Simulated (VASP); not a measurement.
# HfO2 (R-3m) in VASP: single point with PBEsol

Aim: the single point of HfO2 with PBEsol.

Program: VASP 6.6.1. These are calculated values, not measurements. Logs are shortened: lines on timing, memory, paths and dates and some standing lists are left out, and cuts for length are marked.

### Step 1. The cell of the first run

Symmetry: R-3m, No. 166, trigonal system. The conventional cell has a = 3.515 Å, b = 3.515 Å, c = 9.714 Å, α = 90.00°, β = 90.00°, γ = 120.00°. Within 2.9 Å of Hf (site symmetry -3m) lie 8 O at 2.19 to 2.43 Å. Within 2.9 Å of O (site symmetry 3m) lie 4 Hf at 2.19 to 2.43 Å and 6 O at 2.60 Å.

### Step 2. Single point, PBEsol

Input file INCAR:

```
SYSTEM = HfO2
PREC = Accurate
ENCUT = 600
EDIFF = 1E-6
ISMEAR = 0
SIGMA = 0.05
LREAL = .False.
LASPH = .True.
NELM = 120
ALGO = Normal
ISIF = 2
LWAVE = .False.
LCHARG = .False.
GGA = PS
NBANDS = 18
GGA_COMPAT = .False.
```

Input file KPOINTS:

```
regular mesh
0
Gamma
  8 8 8
  0 0 0
```

Input file POSCAR:

```
HfO2
1.0
    0.2124410057      2.6981001983      2.6981001983
    2.6981001983      0.2124410057      2.6981001983
    2.6981001983      2.6981001983      0.2124410057
Hf O
1 2
Direct
    0.0000000000      0.0000000000      0.0000000000
    0.2500000000      0.2500000000      0.2500000000
    0.7500000000      0.7500000000      0.7500000000
```

Potentials or basis: VASP PAW PBE potentials, release 64 (Hf_pv, O).

The run is started by

```bash
> cat potpaw_PBE.64/Hf_pv/POTCAR potpaw_PBE.64/O/POTCAR > POTCAR
> mpirun -np 1 vasp_std > vasp.out
```

OUTCAR:

```text
SYSTEM = HfO2
   PREC = Accurate
   ENCUT = 600
   EDIFF = 1E-6
   ISMEAR = 0
   LREAL = .False.
   LASPH = .True.
   NELM = 120
   ISIF = 2
   GGA = PS

 ion  position               nearest neighbor table
   1  0.000  0.000  0.000-   3 2.19   3 2.19   3 2.19   2 2.19   2 2.19   2 2.19   3 2.43   2 2.43

   2  0.250  0.250  0.250-   1 2.19   1 2.19   1 2.19   1 2.43
   3  0.750  0.750  0.750-   1 2.19   1 2.19   1 2.19   1 2.43

  LATTYP: Found a trigonal (rhomboedric) cell.
 ALAT       =     3.8215992125
 COS(alpha) =     0.5769488427

  Lattice vectors:

 A1 = (   0.2124410057,   2.6981001983,   2.6981001983)
 A2 = (   2.6981001983,   0.2124410057,   2.6981001983)
 A3 = (   2.6981001983,   2.6981001983,   0.2124410057)

Analysis of symmetry for initial positions (statically):
=====================================================================
 Subroutine PRICEL returns:
 Original cell was already a primitive cell.

 Routine SETGRP: Setting up the symmetry group for a
 trigonal (rhombohedral) supercell.

 Subroutine GETGRP returns: Found 12 space group operations
 (whereof 12 operations were pure point group operations)
 out of a pool of 12 trial point group operations.

The static configuration has the point symmetry D_3d.

Analysis of symmetry for dynamics (positions and initial velocities):
=====================================================================
 Subroutine PRICEL returns:
 Original cell was already a primitive cell.

 Routine SETGRP: Setting up the symmetry group for a
 trigonal (rhombohedral) supercell.

 Subroutine GETGRP returns: Found 12 space group operations
 (whereof 12 operations were pure point group operations)
 out of a pool of 12 trial point group operations.

The dynamic configuration has the point symmetry D_3d.

 Subroutine INISYM returns: Found 12 space group operations
 (whereof 12 operations are pure point group operations),
 and found     1 'primitive' translations

----------------------------------------------------------------------------------------

                                     Primitive cell

  volume of cell :      34.6530

  direct lattice vectors                    reciprocal lattice vectors
     0.212441006  2.698100198  2.698100198    -0.208773079  0.193534688  0.193534688
     2.698100198  0.212441006  2.698100198     0.193534688 -0.208773079  0.193534688
     2.698100198  2.698100198  0.212441006     0.193534688  0.193534688 -0.208773079

  length of vectors
     3.821599213  3.821599213  3.821599213     0.344234731  0.344234731  0.344234731

  position of ions in fractional coordinates (direct lattice)
     0.000000000  0.000000000  0.000000000
     0.250000000  0.250000000  0.250000000
     0.750000000  0.750000000  0.750000000

  ion indices of the primitive-cell ions
   primitive index   ion index
                 1           1
                 2           2
                 3           3

----------------------------------------------------------------------------------------

 KPOINTS: regular mesh

Automatic generation of k-mesh.
 Grid dimensions read from file:
 generate k-points for:    8    8    8

 Generating k-lattice:

  Cartesian coordinates                     Fractional coordinates (reciprocal lattice)
    -0.026096635  0.024191836  0.024191836     0.125000000  0.000000000 -0.000000000
     0.024191836 -0.026096635  0.024191836     0.000000000  0.125000000 -0.000000000
     0.024191836  0.024191836 -0.026096635     0.000000000  0.000000000  0.125000000

  Length of vectors
     0.043029341  0.043029341  0.043029341

  Shift w.r.t. Gamma in fractional coordinates (k-lattice)
     0.000000000  0.000000000  0.000000000

 Subroutine IBZKPT returns following result:
 ===========================================

 Found     65 irreducible k-points:

 Following reciprocal coordinates:
            Coordinates               Weight
  0.000000  0.000000  0.000000      1.000000
  0.125000  0.000000 -0.000000      6.000000
  0.250000  0.000000 -0.000000      6.000000
  0.375000 -0.000000 -0.000000      6.000000
  0.500000  0.000000 -0.000000      3.000000
  0.125000  0.125000  0.000000      6.000000
[... 16 lines left out ...]
  0.250000  0.125000  0.125000      6.000000
  0.375000  0.125000  0.125000      6.000000
 [... further k-points ...]
   k-points           NKPTS =     65   k-points in BZ     NKDIM =     65   number of bands    NBANDS=     18
   number of dos      NEDOS =    301   number of ions     NIONS =      3
   total plane-waves  NPLWV =  32768
   dimension x,y,z NGX =    32 NGY =   32 NGZ =   32
   dimension x,y,z NGXF=    64 NGYF=   64 NGZF=   64
   ions per type =               1   2
   NGX,Y,Z   is equivalent  to a cutoff of  13.92, 13.92, 13.92 a.u.
   NGXF,Y,Z  is equivalent  to a cutoff of  27.84, 27.84, 27.84 a.u.
 SYSTEM =  HfO2
   PREC   = accura    normal or accurate (medium, high low for compatibility)
   ISTART =      0    job   : 0-new  1-cont  2-samecut
   ICHARG =      2    charge: 1-file 2-atom 10-const
   ISPIN  =      1    spin polarized calculation?
   LNONCOLLINEAR =      F non collinear calculations
   LSORBIT =      F    spin-orbit coupling
   LASPH  =      T    aspherical Exc in radial PAW
   ENCUT  =  600.0 eV  44.10 Ry    6.64 a.u.   7.63  7.63  7.63*2*pi/ulx,y,z
   NELM   =    120;   NELMIN=  2; NELMDL= -5     # of ELM steps
   EDIFF  = 0.1E-05   stopping-criterion for ELM
   LREAL  =      F    real-space projection
   EDIFFG = 0.1E-04   stopping-criterion for IOM
   NSW    =      0    number of steps for IOM
   IBRION =     -1    ionic relax: 0-MD 1-quasi-New 2-CG
   NFREE  =      0    steps in history (QN), initial steepest desc. (CG)
   ISIF   =      2    stress and relaxation
   ISYM   =      2    0-nonsym 1-usesym 2-fastsym
   POTIM  = 0.5000    time-step for ionic-motion
   TEBEG  =    0.0;   TEEND  =   0.0 temperature during run
   PSTRESS=    0.0 pullay stress
   NELECT =      22.0000    total number of electrons
   NUPDOWN=      -1.0000    fix difference up-down
   EMIN   =  10.00;   EMAX   =-10.00  energy-range for DOS
   EFERMI =   0.00;   METHOD = LEGACY
   ISMEAR =     0;   SIGMA  =   0.05  broadening in eV -4-tet -1-fermi 0-gaus
   EFERMI_NEDOS =   21; number of points for ismear=-14 and -15
   IALGO  =     38    algorithm
   IMIX   =      4    mixing-type and parameters
     AMIX     =   0.40;   BMIX     =  1.00
     AMIX_MAG =   1.60;   BMIX_MAG =  1.00
  volume/ion in A,a.u.               =      11.55        77.95
  Fermi-wavevector in a.u.,A,eV,Ry     =   1.407026  2.658894 26.935754  1.979722
  Thomas-Fermi vector in A             =   2.529327
   LORBIT       =      0    0 simple, 1 ext, 2 COOP (PROOUT), +10 PAW based schemes
   GGA     = PS    functional components
   LHFCALC =     F    Hartree Fock is set to
   AEXX    =    0.0000 exact exchange contribution
   IVDW    =     0    specifies the selected vdW correction
   LEPSILON=     F    determine dielectric tensor
   LRPA    =     F    only Hartree local field effects (RPA)
 non-spin polarized calculation
 Gauss-broadening in eV      SIGMA  =   0.05
  energy-cutoff  :      600.00
  volume of cell :       34.65
 maximum number of plane-waves:      1168
   NGX = 15   NGY = 15   NGZ = 15

 number of electron      21.9999999 magnetization

 Free energy of the ion-electron system (eV)
  ---------------------------------------------------
  ext. energy  EPLUGINS =         0.00000000
  ---------------------------------------------------
  free energy    TOTEN  =       -31.35036010 eV

  energy without entropy =      -31.35036010  energy(sigma->0) =      -31.35036010

 E-fermi :   3.7948     XC(G=0): -11.7693

 val. band max:        3.5112328292   @ k =   0.5000   0.5000   0.0000
 cond. band min:       7.1434921955   @ k =   0.5000   0.5000   0.0000
 fundamental gap:      3.6322593663
 Fermi energy:         3.7948267624

 k-point     1 :       0.0000    0.0000    0.0000
  band No.  band energies     occupation
      1     -26.3593      2.00000
      2     -26.2457      2.00000
      3     -26.2457      2.00000
      4     -14.7448      2.00000
      5     -11.9512      2.00000
      6      -1.6084      2.00000
[... 10 lines left out ...]
     17      13.6236      0.00000
     18      15.3877      0.00000

 k-point     2 :       0.1250    0.0000   -0.0000
  band No.  band energies     occupation
      1     -26.3616      2.00000
      2     -26.3085      2.00000
      3     -26.2556      2.00000
      4     -14.5391      2.00000
      5     -12.1191      2.00000
      6      -1.4325      2.00000
[... 10 lines left out ...]
     17      13.4238      0.00000
     18      16.0380      0.00000

 k-point     3 :       0.2500    0.0000   -0.0000
  band No.  band energies     occupation
      1     -26.4623      2.00000
      2     -26.3593      2.00000
      3     -26.2792      2.00000
      4     -14.0544      2.00000
      5     -12.4560      2.00000
      6      -1.0370      2.00000
[... 10 lines left out ...]
     17      13.0389      0.00000
     18      15.8830      0.00000

 k-point     4 :       0.3750   -0.0000   -0.0000
  band No.  band energies     occupation
      1     -26.6041      2.00000
      2     -26.3617      2.00000
      3     -26.3027      2.00000
      4     -13.6660      2.00000
      5     -12.6203      2.00000
      6      -0.6431      2.00000
[... 375 lines left out ...]
      4     -14.6119      2.00000
      5     -12.0647      2.00000
      6      -1.3017      2.00000
[... 10 lines left out ...]
     17      13.4204      0.00000
     18      15.3846      0.00000

 k-point    23 :       0.2500    0.1250    0.1250
  band No.  band energies     occupation
      1     -26.4149      2.00000
      2     -26.3109      2.00000
      3     -26.2573      2.00000
      4     -14.3407      2.00000
      5     -12.2691      2.00000
      6      -1.3469      2.00000
[... 10 lines left out ...]
     17      13.3633      0.00000
     18      15.7942      0.00000

 k-point    24 :       0.3750    0.1250    0.1250
  band No.  band energies     occupation
      1     -26.4817      2.00000
      2     -26.3942      2.00000
      3     -26.2810      2.00000
      4     -13.8663      2.00000
      5     -12.5536      2.00000
      6      -1.1920      2.00000
[... 10 lines left out ...]
     17      13.0274      0.00000
     18      15.9433      0.00000

 [... further k-points ...]

------------------------ aborting loop because EDIFF is reached ----------------------------------------

  FORCE on cell =-STRESS in cart. coord.  units (eV):
  Direction    XX          YY          ZZ          XY          YZ          ZX
  --------------------------------------------------------------------------------------
  -------------------------------------------------------------------------------------
  Total       -3.7551634     -3.7551634     -3.7551634     -0.5885684     -0.5885684     -0.5885684
  in kB     -173.6195345   -173.6195345   -173.6195345    -27.2123899    -27.2123899    -27.2123899
  external PRESSURE =    -173.6195345 kB  Pullay stress =       0.0000000 kB

 VOLUME and BASIS-vectors are now :
 -----------------------------------------------------------------------------
  energy-cutoff  :      600.00
  volume of cell :       34.65
      direct lattice vectors                 reciprocal lattice vectors
     0.212441006  2.698100198  2.698100198    -0.208773079  0.193534688  0.193534688
     2.698100198  0.212441006  2.698100198     0.193534688 -0.208773079  0.193534688
     2.698100198  2.698100198  0.212441006     0.193534688  0.193534688 -0.208773079

 POSITION                                       TOTAL-FORCE (eV/Angst)
 -----------------------------------------------------------------------------------
      0.00000      0.00000      0.00000        -0.000000      0.000000      0.000000
      1.40216      1.40216      1.40216        -0.075632     -0.075632     -0.075632
      4.20648      4.20648      4.20648         0.075632      0.075632      0.075632
 -----------------------------------------------------------------------------------
    total drift:                                0.000000     -0.000000      0.000000

  FREE ENERGIE OF THE ION-ELECTRON SYSTEM (eV)
  ---------------------------------------------------
  free  energy   TOTEN  =       -31.3503600982 eV

  energy  without entropy=      -31.3503600982  energy(sigma->0) =      -31.35036010
```

It took 86 s on 1 thread of Intel Xeon 8259CL, shared host; peak memory 0.2 GiB.

Results:

| Property | Result |
| --- | --- |
| Free energy | -31.3504 eV |
| Pressure | -17.4 GPa |
| Largest force | 0.131 eV/Å |
| Band gap on the k mesh | 3.63 eV |

Forces in eV/Å, atoms in the order of the input:
```
Hf   0.000  0.000  0.000
O   -0.076 -0.076 -0.076
O    0.076  0.076  0.076
```

Stress tensor (GPa, compression positive):
```
-17.36  -2.72  -2.72
 -2.72 -17.36  -2.72
 -2.72  -2.72 -17.36
```

Levels at points of the mesh, in eV from the valence-band top:
```csv
k point,band 7,band 8,band 9,band 10,band 11,band 12,band 13,band 14,band 15,band 16
"(0.00, 0.00, 0.00)",-4.90,-4.90,-0.61,-0.61,-0.35,3.78,3.78,5.20,9.05,10.11
"(0.50, 0.00, 0.00)",-3.91,-3.15,-2.56,-1.81,-1.62,4.28,4.85,6.64,8.15,8.81
"(0.50, 0.50, 0.00)",-3.48,-2.98,-1.94,-0.94,0.00,3.63,5.33,5.53,7.69,8.48
"(0.50, 0.50, 0.50)",-4.17,-2.71,-2.56,-1.57,-1.57,4.24,4.24,5.44,8.80,9.35
```

Caveat: the cell stands under tension; the PAW data sets were made with another functional, which shifts forces and pressure a little; spin-orbit coupling is left out, which moves the levels of the heavy elements. As with any semilocal functional, this PBEsol gap is likely too small.
